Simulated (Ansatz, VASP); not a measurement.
## ScAs2: VASP beside Ansatz

```
CELL_PARAMETERS angstrom
0.00000 3.24041 3.24041
3.24041 0.00000 3.24041
3.24041 3.24041 0.00000
ATOMIC_POSITIONS crystal
Sc 0.00000 0.00000 0.00000
As 0.25000 0.25000 0.25000
As 0.75000 0.75000 0.75000
```

Alike in both runs: functional PBE; k mesh 6 × 6 × 6; occupations gaussian, width 0.1 eV; no spin polarisation.

Ansatz relaxed the structure, and its values are those at the end. VASP's run is a single point on that final structure, the one shown.

|  | VASP | Ansatz |
| --- | --- | --- |
| version | VASP 6.6.1 | Ansatz 0.2.0 |
| potentials or method | VASP PAW PBE potentials, release 64 (Sc_sv, As), cutoff 520 eV | scalar-relativistic, plane waves, PAW |
| valence electrons in the cell | 21 | 41 |

|  | VASP | Ansatz | Ansatz less VASP |
| --- | --- | --- | --- |
| gap on the k mesh at the Fermi level (eV) | none | none | - |
| pressure (GPa) | 0.0 | -0.1 | -0.17 |

A gap of «none» marks a metal or a gap that the smearing closes. VASP's potentials hold 21 valence electrons a cell and Ansatz's 41, so a difference there can come from the potentials and not from the codes.
